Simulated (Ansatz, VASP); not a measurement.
**InP in VASP and in Ansatz**

File INCAR:

```
SYSTEM = InP
ALGO     = Normal         ! electronic algorithm
EDIFF    = 1E-8           ! SCF threshold, eV
ENCUT    = 520            ! plane-wave cutoff, eV
GGA      = PS             ! functional
ISIF     = 2              ! what is computed and relaxed
ISMEAR   = -1             ! smearing method
LASPH    = .TRUE.         ! aspherical terms in the spheres
LCHARG   = .FALSE.        ! write CHGCAR
LEFG     = .TRUE.       
LREAL    = .FALSE.        ! projectors in reciprocal space
LWAVE    = .FALSE.        ! write WAVECAR
NBANDS   = 16             ! bands
NELM     = 80             ! most SCF steps
PREC     = Accurate       ! precision mode
SIGMA    = 0.03           ! smearing width, eV
```

The input KPOINTS:

```
k-points
0
G
  11 11 11
  0 0 0
```

File POSCAR:

```
InP
1.0
    0.0000000000      2.9305000000      2.9305000000
    2.9305000000      0.0000000000      2.9305000000
    2.9305000000      2.9305000000      0.0000000000
In P
1 1
Direct
    0.0000000000      0.0000000000      0.0000000000
    0.7500000000      0.7500000000      0.7500000000
```

Input for Ansatz:

```yaml
crystal:
  lattice:
    - [0.0, 2.9305, 2.9305]
    - [2.9305, 0.0, 2.9305]
    - [2.9305, 2.9305, 0.0]
  atoms:
    - { symbol: In, position: [0.0, 0.0, 0.0] }
    - { symbol: P, position: [0.75, 0.75, 0.75] }
kpoints:
  mp_grid: { grid: [11, 11, 11] }
  band_path:
    path:
      - [0.0, 0.0, 0.0]
      - [-0.5, -0.5, 0.0]
      - [-0.375, -0.375, 0.25]
      - [-0.375, 0.0, 0.375]
      - [0.0, 0.0, 0.0]
      - [0.0, 0.0, 0.5]
      - [-0.5, -0.25, 0.25]
      - [-0.5, -0.5, 0.0]
    npoints: 5
scf:
  occupations: { method: fermi_dirac, width: 0.03 }
hamiltonian:
  xc: pbesol
  pseudopotentials: { kind: paw }
output:
  forces: true
  stress: true
  eigenvalues: true
  efg: { contact_densities: true }
```

Alike in both runs: task electric field gradients; functional PBEsol; k mesh 11 × 11 × 11; occupations fermi-dirac, width 0.03 eV; no spin polarisation.

|  | VASP | Ansatz |
| --- | --- | --- |
| version | VASP 6.6.1 | Ansatz 0.2.0 |
| potentials or method | VASP PAW PBE potentials, release 64 (In_d, P) | PAW with Ansatz's default frozen-core files, scalar-relativistic |
| plane-wave cutoff (eV) | 520 | 420 |
| valence electrons in the cell | 18 | 18 |

```tsv
	VASP	Ansatz	Ansatz less VASP
pressure (GPa)	0.6	0.6	+0.01
```

VASP's potentials were made for PBE, not for PBEsol.
